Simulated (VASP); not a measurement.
Write the native input for VASP 6.6.1 that does the following.

```yaml
Task: single point
Functional: PBEsol
Potentials_or_basis: VASP PAW PBE potentials, release 64 (Ir)
Cutoff: 520 eV
k_mesh: 19 × 19 × 19
Occupations: fermi-dirac, width 0.1 eV
Spin: no spin polarisation
Dipole_correction: no
Further_INCAR_settings: ALGO = Normal; EDIFF = 1e-06; NBANDS = 10
```

The structure of Ir lies in POSCAR:

```
Ir
1.0
    0.0000000000      1.7483517177      1.7483517177
    1.7483517177      0.0000000000      1.7483517177
    1.7483517177      1.7483517177      0.0000000000
Ir
1
Direct
    0.0000000000      0.0000000000      0.0000000000
```

This cell differs from its parent crystal: volume scaled by 0.76.

The input as run:

INCAR

```
SYSTEM = Ir
PREC = Accurate
ENCUT = 520
EDIFF = 1E-6
ISMEAR = -1
SIGMA = 0.1
LREAL = .False.
LASPH = .True.
NELM = 60
ALGO = Normal
ISIF = 2
LWAVE = .False.
LCHARG = .False.
GGA = PS
NBANDS = 10
```

KPOINTS

```
regular mesh
0
Gamma
  19 19 19
  0 0 0
```

Potentials or basis: VASP PAW PBE potentials, release 64 (Ir).

Run with:

```bash
$ cat potpaw_PBE.64/Ir/POTCAR > POTCAR
$ mpirun -np 1 vasp_std > vasp.out
```

Results of the run:

| Quantity | Value |
| --- | --- |
| Pressure | 213.7 GPa |

Caveat: the PAW data sets were made with another functional, which shifts forces and pressure a little.

Run time: 11 s on 1 thread of Intel(R) Xeon(R) Platinum 8488C (Sapphire Rapids), with other jobs on the host, peak memory 0.14 GiB.
